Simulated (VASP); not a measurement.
Set up this calculation in VASP 6.6.1, as the native input.

| Quantity | Value |
| --- | --- |
| Task | relaxation of cell and atoms |
| Functional | PBEsol |
| Potentials or basis | VASP PAW PBE potentials, release 64 (Ge_d) |
| Cutoff | 600 eV |
| k mesh | 12 × 12 × 6 |
| Occupations | gaussian, width 0.1 eV |
| Spin | no spin polarisation |
| Target pressure | 5 GPa |
| Dipole correction | no |
| Further INCAR settings | ALGO = Fast; EDIFF = 1e-06; IBRION = 2; EDIFFG = -0.008; NSW = 70; ISIF = 3 |

The structure of Ge lies in POSCAR:

```
Ge
1.0
    3.9090371330      0.0000000000      0.0000000000
   -1.9545185665      3.3853254615      0.0000000000
    0.0000000000      0.0000000000      6.4514427414
Ge
4
Direct
    0.6666666667      0.3333333333      0.0629463573
    0.3333333333      0.6666666667      0.5629463573
    0.6666666667      0.3333333333      0.4370536427
    0.3333333333      0.6666666667      0.9370536427
```

This isn't the form of Ge at room conditions, which is diamond.

The input as run:

INCAR

```
ALGO = Fast
EDIFF = 1E-6
EDIFFG = -0.008
ENCUT = 600
GGA = PS
IBRION = 2
ISIF = 3
ISMEAR = 0
LASPH = T
LCHARG = F
LREAL = F
LWAVE = F
NELM = 100
NSW = 70
PREC = Accurate
PSTRESS = 50.0
SIGMA = 0.1
```

KPOINTS

```
k-points
0
Gamma
  12 12 6
```

Potentials or basis: VASP PAW PBE potentials, release 64 (Ge_d).

Run with:

```bash
$ cat potpaw_PBE.64/Ge_d/POTCAR > POTCAR
$ mpirun -np 1 vasp_std > vasp.out
```

Results of the run:

```json
{"Relaxed volume": "21.38 Å³/atom", "Relaxed cell": "a = 3.911 Å, b = 3.911 Å, c = 6.457 Å, α = 90.00°, β = 90.00°, γ = 120.00°", "Space group after relaxing (to 0.1 Å)": "P6_3/mmc (No. 194)", "Energy change on relaxing (the run minimises the enthalpy)": "-1.2 meV/atom", "Ionic steps": "14", "Pressure after relaxing": "5.0 GPa", "Largest force after relaxing": "0.007 eV/Å", "Band gap on the k mesh": "zero (filled and empty bands overlap)"}
```

Caveat: the cell is relaxed towards a set pressure, so the run minimises the enthalpy, not the energy; semilocal functionals underestimate gaps, and a narrow one can read as zero; the PAW data sets were made with another functional, which shifts forces and pressure a little.

It took 32 min on 1 thread of Oxide Virtual Turin-like Processor, with other jobs on the host, peak memory 0.32 GiB.
